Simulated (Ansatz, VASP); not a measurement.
## Two plane-wave programs on Hf4Si

```
CELL_PARAMETERS angstrom
-3.74343 3.74343 1.82668
3.74343 -3.74343 1.82668
3.74343 3.74343 -1.82668
ATOMIC_POSITIONS crystal
Hf 0.28205 0.91339 0.19544
Hf 0.08661 0.28205 0.36866
Hf 0.91339 0.71795 0.63134
Hf 0.71795 0.08661 0.80456
Si 0.50000 0.50000 0.00000
```

Change from the starting cell: the structure that the rattled cell fell into.

Alike in both runs: functional PBE; k mesh 10 × 10 × 10; occupations gaussian, width 0.1 eV; no spin polarisation.

Ansatz relaxed the structure, and its values are those at the end. VASP's run is a single point on that final structure, the one shown.

|  | VASP | Ansatz |
| --- | --- | --- |
| version | VASP 6.6.1 | Ansatz 0.2.0 |
| potentials or method | VASP PAW PBE potentials, release 64 (Hf_pv, Si), cutoff 520 eV | scalar-relativistic, plane waves, PAW |
| valence electrons in the cell | 44 | 108 |

Ansatz gave:

* gap on the k mesh at the Fermi level (eV): none
* pressure (GPa): 0.0

**Question.** What did VASP give for the same quantities?

**Answer.** gap on the k mesh at the Fermi level (eV): none; pressure (GPa): -0.4.

A gap of «none» marks a metal or a gap that the smearing closes. The functional is the same, so the differences come from potentials, cutoffs and numerics. VASP's potentials hold 44 valence electrons a cell and Ansatz's 108, so a difference there can come from the potentials and not from the codes.

Neither program's run includes spin-orbit coupling.
